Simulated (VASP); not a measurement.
BN, 4 atoms in the cell. Symmetry: P6_3/mmc, No. 194, hexagonal system. The conventional cell has a = 2.498 Å, b = 2.498 Å, c = 6.636 Å, α = 90.00°, β = 90.00°, γ = 120.00°. N (site symmetry -6m2) has 3 B at 1.44 Å within 1.9 Å. B (site symmetry -6m2) has 3 N at 1.44 Å within 1.9 Å. 

| Property | Result |
| --- | --- |
| Program | VASP 6.6.1 |
| Task | single point |
| Functional | PBEsol |
| Potentials or basis | VASP PAW PBE potentials, release 64 (N, B) |
| Cutoff | 520 eV |
| k mesh | 12 × 12 × 4 |
| Occupations | fermi-dirac, width 0.05 eV |
| Spin | no spin polarisation |
| Dipole correction | no |
| Further INCAR settings | ALGO = Normal; EDIFF = 1e-06; NBANDS = 16 |

Potentials or basis: VASP PAW PBE potentials, release 64 (N, B).

Launch:

```sh
$ cat potpaw_PBE.64/N/POTCAR potpaw_PBE.64/B/POTCAR > POTCAR
$ mpirun -np 1 vasp_std > vasp.out
```

Hardware: 1 thread of AMD EPYC 7571, with other jobs on the host.

Problem. How long does it take, and how much memory?

Solution. Run time: 49 s on 1 thread of AMD EPYC 7571 (shared host), peak memory 0.13 GiB. Counts: scf iterations 13, k points 57.
